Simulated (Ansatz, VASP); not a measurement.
Mo: VASP beside Ansatz

File POSCAR:

```
Mo
1.0
   -1.6148719360      1.6148719360      1.6148719360
    1.6148719360     -1.6148719360      1.6148719360
    1.6148719360      1.6148719360     -1.6148719360
Mo
1
Direct
    0.0000000000      0.0000000000      0.0000000000
```

File INCAR.step1:

```
SYSTEM = Mo
PREC = Accurate
ENCUT = 520
EDIFF = 1E-5
ISMEAR = -1
SIGMA = 0.05
LREAL = .False.
LASPH = .True.
NELM = 100
ALGO = Normal
ISIF = 2
LWAVE = .True.
LCHARG = .False.
NBANDS = 13
GGA = PE
```

File INCAR.step2:

```
SYSTEM = Mo
PREC = Accurate
ENCUT = 520
EDIFF = 1E-6
ISMEAR = -1
SIGMA = 0.05
LREAL = .False.
LASPH = .True.
NELM = 100
ALGO = Normal
ISIF = 2
LWAVE = .False.
LCHARG = .False.
GGA = PE
LHFCALC = .True.
HFSCREEN = 0.2079
PRECFOCK = Normal
NBANDS = 13
ISTART = 1
```

Contents of KPOINTS:

```
regular mesh
0
Gamma
  8 8 8
  0 0 0
```

The input input:

```
crystal:
  lattice:
    - [-1.614871936, 1.614871936, 1.614871936]
    - [1.614871936, -1.614871936, 1.614871936]
    - [1.614871936, 1.614871936, -1.614871936]
  atoms:
    - { symbol: Mo, position: [0.0, 0.0, 0.0] }
hamiltonian:
  xc: hse06
  pseudopotentials: { kind: paw }
kpoints:
  mp_grid: { grid: [8, 8, 8] }
scf:
  occupations: { method: fermi_dirac, width: 0.05 }
output:
  forces: true
  stress: true
  eigenvalues: true
  write_density: true
  write_potential: true
  elf: true
  volumetric_format: npy
```

Alike in both runs: task single point; functional HSE06; k mesh 8 × 8 × 8; occupations fermi-dirac, width 0.05 eV; no spin polarisation.

|  | VASP | Ansatz |
| --- | --- | --- |
| version | VASP 6.6.1 | Ansatz 0.2.0 |
| potentials or method | VASP PAW PBE potentials, release 64 (Mo_sv) | Ansatz PAW |
| plane-wave cutoff (eV) | 520 | 420 |
| valence electrons in the cell | 14 | 14 |

VASP gave:

* gap on the k mesh at the Fermi level (eV): none
* pressure (GPa): -19.9

Question: Estimate Ansatz's values.

Answer: gap on the k mesh at the Fermi level (eV): none; pressure (GPa): -20.6.

A gap of «none» marks a metal or a gap that the smearing closes. The functional is the same, so the differences come from potentials, cutoffs and numerics.
